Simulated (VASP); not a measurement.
# Cr (Im-3m) in VASP: a series of runs, part 2 of 2

VASP 6.6.1.

## (4) Single point, LDA, collinear spin, ferromagnetic start

Input file INCAR:

```
ALGO = Normal
EDIFF = 1E-6
ENCUT = 520
ISIF = 2
ISMEAR = 1
ISPIN = 2
LASPH = T
LCHARG = F
LMAXMIX = 4
LORBIT = 11
LREAL = F
LWAVE = F
MAGMOM = 1.5
NBANDS = 16
NELM = 150
PREC = Accurate
SIGMA = 0.01
```

Input file KPOINTS:

```
k-points
0
Gamma
  16 16 16
```

Input file POSCAR:

```
Cr
1.0
   -1.3938676992      1.3938676992      1.3938676992
    1.3938676992     -1.3938676992      1.3938676992
    1.3938676992      1.3938676992     -1.3938676992
Cr
1
Direct
    0.0000000000      0.0000000000      0.0000000000
```

Potentials or basis: VASP PAW LDA potentials, release 64 (Cr_pv).

On the command line:

```console
cat potpaw_LDA.64/Cr_pv/POTCAR > POTCAR
mpirun -np 1 vasp_std > vasp.out
```

OUTCAR:

```text
EDIFF = 1E-6
   ENCUT = 520
   ISIF = 2
   ISMEAR = 1
   ISPIN = 2
   LASPH = T
   LORBIT = 11
   LREAL = F
   NELM = 150
   PREC = Accurate

 ion  position               nearest neighbor table
   1  0.000  0.000  0.000-

  LATTYP: Found a body centered cubic cell.
 ALAT       =     2.7877353984

  Lattice vectors:

 A1 = (  -1.3938676992,   1.3938676992,   1.3938676992)
 A2 = (   1.3938676992,  -1.3938676992,   1.3938676992)
 A3 = (   1.3938676992,   1.3938676992,  -1.3938676992)

Analysis of symmetry for initial positions (statically):
=====================================================================
 Subroutine PRICEL returns:
 Original cell was already a primitive cell.

 Routine SETGRP: Setting up the symmetry group for a
 body centered cubic supercell.

 Subroutine GETGRP returns: Found 48 space group operations
 (whereof 48 operations were pure point group operations)
 out of a pool of 48 trial point group operations.

The static configuration has the point symmetry O_h .

Analysis of symmetry for dynamics (positions and initial velocities):
=====================================================================
 Subroutine PRICEL returns:
[... 188 lines left out ...]
      6      10.7291      1.00000
[... 435 lines left out ...]
      5       9.3034      1.00000
      6      10.0228      1.00000
[... 8 lines left out ...]
     15      42.3844      0.00000
     16      46.9086      0.00000

 [... further k-points ...]

 spin component 2

 k-point     1 :       0.0000    0.0000    0.0000
  band No.  band energies     occupation
      1     -30.5086      1.00000
      2     -30.5086      1.00000
      3     -30.5086      1.00000
      4       3.7365      1.00000
      5      10.7290      1.00000
      6      10.7290      1.00000
[... 435 lines left out ...]
      5       9.3031      1.00000
      6      10.0225      1.00000
[... 8 lines left out ...]
     15      42.3840      0.00000
     16      46.9081      0.00000

 [... further k-points ...]
[... 5 lines left out ...]
  --------------------------------------------------------------------------------------
  -------------------------------------------------------------------------------------
  Total        0.0230895      0.0230895      0.0230895      0.0000000      0.0000000     -0.0000000
  in kB        3.4150775      3.4150775      3.4150775      0.0000000      0.0000000     -0.0000000
  external PRESSURE =       3.4150775 kB  Pullay stress =       0.0000000 kB

 VOLUME and BASIS-vectors are now :
 -----------------------------------------------------------------------------
  energy-cutoff  :      520.00
  volume of cell :       10.83
      direct lattice vectors                 reciprocal lattice vectors
    -1.393867699  1.393867699  1.393867699     0.000000000  0.358714102  0.358714102
     1.393867699 -1.393867699  1.393867699     0.358714102  0.000000000  0.358714102
     1.393867699  1.393867699 -1.393867699     0.358714102  0.358714102  0.000000000

 POSITION                                       TOTAL-FORCE (eV/Angst)
 -----------------------------------------------------------------------------------
      0.00000      0.00000      0.00000        -0.000000      0.000000     -0.000000
 -----------------------------------------------------------------------------------
    total drift:                                0.000000      0.000000      0.000000

  FREE ENERGIE OF THE ION-ELECTRON SYSTEM (eV)
  ---------------------------------------------------
  free  energy   TOTEN  =       -10.6295275662 eV

  energy  without entropy=      -10.6295544873  energy(sigma->0) =      -10.62953654

 total charge

# of ion       s       p       d       tot
------------------------------------------
    1        0.450   6.442   4.314  11.206

 magnetization (x)

# of ion       s       p       d       tot
------------------------------------------
    1       -0.000  -0.000  -0.000  -0.000
```

OSZICAR:

```text
N       E                     dE             d eps       ncg     rms          rms(c)
DAV:   1     0.781577119755E+02    0.78158E+02   -0.60771E+03  9552   0.861E+02
DAV:   2    -0.104363126450E+02   -0.88594E+02   -0.83736E+02 10072   0.248E+02
DAV:   3    -0.119234900394E+02   -0.14872E+01   -0.14851E+01 10536   0.354E+01
DAV:   4    -0.119281678992E+02   -0.46779E-02   -0.46777E-02 10664   0.197E+00
DAV:   5    -0.119281976495E+02   -0.29750E-04   -0.29750E-04 10656   0.141E-01    0.141E+01
DAV:   6    -0.106548397067E+02    0.12734E+01   -0.19222E+00  9480   0.260E+01    0.250E+00
DAV:   7    -0.106435415864E+02    0.11298E-01   -0.40492E-02  9616   0.217E+00    0.125E+00
DAV:   8    -0.106336697393E+02    0.98718E-02   -0.26181E-03 10856   0.478E-01    0.694E-01
DAV:   9    -0.106295194036E+02    0.41503E-02   -0.12495E-03 10000   0.427E-01    0.142E-01
DAV:  10    -0.106295124277E+02    0.69759E-05   -0.10986E-04 10848   0.120E-01    0.337E-02
DAV:  11    -0.106295234505E+02   -0.11023E-04   -0.38731E-06 10264   0.191E-02    0.112E-02
DAV:  12    -0.106295267873E+02   -0.33368E-05   -0.29557E-07  5808   0.480E-03    0.541E-03
DAV:  13    -0.106295275662E+02   -0.77892E-06   -0.10886E-07  4712   0.294E-03
   1 F= -.10629528E+02 E0= -.10629537E+02  d E =0.269210E-04  mag=    -0.0002
```

stdout:

```text
POSCAR found type information on POSCAR Cr
 POSCAR found :  1 types and       1 ions
 scaLAPACK will be used
 LDA part: xc-table for (Slater(with rela. corr.)+CA(PZ))
 , standard interpolation
 POSCAR, INCAR and KPOINTS ok, starting setup
 FFT: planning ... GRIDC
 FFT: planning ... GRID_SOFT
 FFT: planning ... GRID
 WAVECAR not read
 entering main loop
```

Wall time 52 s (1 thread of Intel Xeon 8259CL, shared host); peak memory 0.15 GiB.

What came out:

- Free energy: -10.6295 eV
- Pressure: 0.3 GPa
- Band gap on the k mesh: zero (filled and empty bands overlap)
- Net moment: 0.00 μB per cell
- Valence electrons inside the program's atomic spheres: Cr 11.21

Caveat: an empty level that is flat over the whole mesh can mark a ghost state of the potentials, or a narrow d or f band.
